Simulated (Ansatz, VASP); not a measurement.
**One calculation of NaCl, two programs**

```
Na Cl
1.0
     2.89764    0.00000    0.00000
     0.00000    2.89764    0.00000
     0.00000    0.00000    2.89764
Na Cl
1 1
Direct
  0.00000 0.00000 0.00000
  0.50000 0.50000 0.50000
```

Change from the starting cell: volume scaled by 1.04, crystal datasets.

Alike in both runs: task electric field gradients; functional PBEsol; k mesh 9 × 9 × 9; occupations fermi-dirac, width 0.03 eV; no spin polarisation.

|  | VASP | Ansatz |
| --- | --- | --- |
| version | VASP 6.6.1 | Ansatz 0.2.0 |
| potentials or method | VASP PAW PBE potentials, release 64 (Na_pv, Cl), cutoff 520 eV | all-electron PAW with datasets made for the crystal, scalar-relativistic |

|  | VASP | Ansatz | Ansatz less VASP |
| --- | --- | --- | --- |
| gap on the k mesh at the Fermi level (eV) | 4.70 | 4.64 | -0.052 |
| pressure (GPa) | 51.0 | 50.5 | -0.50 |

VASP's potentials were made for PBE, not for PBEsol. Both programs put the cell under a high pressure, so it lies far from rest at this level. Ansatz ran all-electron here, and VASP with PAW potentials.
